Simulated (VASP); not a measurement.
SnTe:

```
Sn Te
1.0
     0.00000    3.11399    3.11399
     3.11399    0.00000    3.11399
     3.11399    3.11399    0.00000
Sn Te
1 1
Direct
  0.00000 0.00000 0.00000
  0.50000 0.50000 0.50000
```

* Program: VASP 6.6.1
* Task: relaxation of cell and atoms
* Functional: PBEsol
* Potentials or basis: VASP PAW PBE potentials, release 64 (Sn_d, Te)
* Cutoff: 500 eV
* k mesh: 10 × 10 × 10
* Occupations: gaussian, width 0.01 eV
* Spin: no spin polarisation

At the start: pressure 1.5 GPa; volume 30.20 Å³/atom.

**Question.** How do energy, volume and symmetry change on relaxing?

**Answer.** Over 3 steps the energy falls by 4.0 meV/atom and the volume is 31.09 Å³/atom (+3.0 %); space group Fm-3m (No. 225, to 0.05 Å).

Step by step:
```
step  energy change (eV)  largest force (eV/Å)  pressure (GPa)  volume (Å³)
   1              0.0000                0.0000            1.47        60.39
   2             -0.0069                0.0000           -0.47        62.85
   3             -0.0080                0.0000            0.00        62.18
```

Final structure:
```cif
data_structure
_symmetry_space_group_name_H-M 'P 1'
_symmetry_Int_Tables_number 1
_cell_length_a 4.4469
_cell_length_b 4.4469
_cell_length_c 4.4469
_cell_angle_alpha 60.000
_cell_angle_beta 60.000
_cell_angle_gamma 60.000
_cell_volume 62.18
loop_
_atom_site_label
_atom_site_type_symbol
_atom_site_fract_x
_atom_site_fract_y
_atom_site_fract_z
_atom_site_occupancy
Sn1 Sn 0.00000 0.00000 0.00000 1
Te1 Te 0.50000 0.50000 0.50000 1
```

Caveat: the PAW data sets were made with another functional, which shifts forces and pressure a little.
